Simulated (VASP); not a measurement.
EuS:

```
Eu S
1.0
     0.00000    2.97850    2.97850
     2.97850    0.00000    2.97850
     2.97850    2.97850    0.00000
Eu S
1 1
Direct
  0.00000 0.00000 0.00000
  0.50000 0.50000 0.50000
```

Base run:

- Program: VASP 6.6.1
- Functional: PBE
- Potentials or basis: VASP PAW PBE potentials, release 64 (Eu, S)
- Cutoff: 600 eV
- k mesh: 7 × 7 × 7
- Occupations: fermi-dirac, width 0.03 eV
- Spin: collinear spin, ferromagnetic start
- Starting moments: [5.0, 0.0] μB
- Fixed moment: 5 μB
- Hubbard terms: Eu f U = 5.4 eV

Its results: pressure -4.4 GPa; site moments Eu +6.00; S -0.30 μB.

**Question.** The run is repeated on the same cell with these changes: fixed moment from 5 μB to 1 μB; moments at the start from [5.0, 0.0] to [1.0, 0.0]. What comes out?

**Answer.** Pressure -0.3 GPa; site moments Eu +0.96; S -0.01 μB.

Caveats: the total moment is fixed, so each spin has its own Fermi level; a cell with one magnetic atom can't hold antiferromagnetic order, which such compounds often take; the cell stands under tension (at least some runs).
